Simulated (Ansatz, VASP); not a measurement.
# Two plane-wave programs on HfN

```
Hf N
1.0
     0.00000    2.27381    2.27381
     2.27381    0.00000    2.27381
     2.27381    2.27381    0.00000
Hf N
1 1
Direct
  0.99967 0.00167 0.00033
  0.50427 0.47867 0.49573
```

Change from the starting cell: mode 4 frozen in at -0.058 Å and mode 6 at -0.039 Å (largest displacements).

Alike in both runs: task single point; functional PBE; k mesh 16 × 16 × 16; occupations gaussian, width 0.15 eV; no spin polarisation.

|  | VASP | Ansatz |
| --- | --- | --- |
| version | VASP 6.6.1 | Ansatz 0.2.0 |
| potentials or method | VASP PAW PBE potentials, release 64 (Hf_pv, N), cutoff 520 eV | scalar-relativistic, plane waves, PAW |
| valence electrons in the cell | 15 | 31 |

VASP gave:

```
gap on the k mesh at the Fermi level (eV)                     : none
pressure (GPa)                                                : -1.6
traceless stress, the component that is largest in VASP (GPa) : 0.74
rms of the force components (eV/Å)                            : 0.475
```

Problem. Estimate Ansatz's values.

Solution. gap on the k mesh at the Fermi level (eV): none; pressure (GPa): 0.7; traceless stress, the component that is largest in VASP (GPa): 0.75; rms of the force components (eV/Å): 0.476.

Atom by atom the forces differ by 0.001 eV/Å (rms over components). A gap of «none» marks a metal or a gap that the smearing closes. With one functional, cell and mesh, what is left measures potentials, basis and numerics. VASP's potentials hold 15 valence electrons a cell and Ansatz's 31, so a difference there can come from the potentials and not from the codes.

Spin-orbit coupling is off throughout.
